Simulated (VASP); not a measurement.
Wanted: the native input for a VASP 6.6.1 run.

```yaml
Task: single point
Functional: RPBE
Potentials_or_basis: VASP PAW PBE potentials, release 64 (P)
Cutoff: 520 eV
k_mesh: 11 × 11 × 11
Occupations: fermi-dirac, width 0.1 eV
Spin: no spin polarisation
Dipole_correction: no
Further_INCAR_settings: ALGO = Normal; EDIFF = 1e-06; NBANDS = 12
```

The structure of P lies in POSCAR:

```
P
1.0
    0.0000000000      2.6946344485      2.6946344485
    2.6946344485      0.0000000000      2.6946344485
    2.6946344485      2.6946344485      0.0000000000
P
2
Direct
    0.1250000000      0.1250000000      0.1250000000
    0.8750000000      0.8750000000      0.8750000000
```

This cell differs from its parent crystal: volume scaled by 0.92.

One way to write it, as run:

INCAR

```
SYSTEM = P
ALGO = Normal
EDIFF = 1E-6
ENCUT = 520
GGA = RP
ISIF = 2
ISMEAR = -1
LASPH = .TRUE.
LCHARG = .TRUE.
LELF = .TRUE.
LREAL = .FALSE.
LVHAR = .TRUE.
LWAVE = .FALSE.
NBANDS = 12
NELM = 80
PREC = Accurate
SIGMA = 0.1
```

KPOINTS

```
k-points
0
G
  11 11 11
  0 0 0
```

Potentials or basis: VASP PAW PBE potentials, release 64 (P).

The run is started by

```bash
$ cat potpaw_PBE.64/P/POTCAR > POTCAR
$ mpirun -np 1 vasp_std > vasp.out
```

It gave:

```yaml
Pressure: 3.5 GPa
Band_gap_on_the_k_mesh: zero (band 5 reaches 7.42 eV, above the bottom of band 6 at 5.55 eV)
```

Caveat: the PAW data sets were made with another functional, which shifts forces and pressure a little.

Run time: 37 s on 1 thread of Intel Xeon 6975P-C (shared host), peak memory 0.16 GiB.
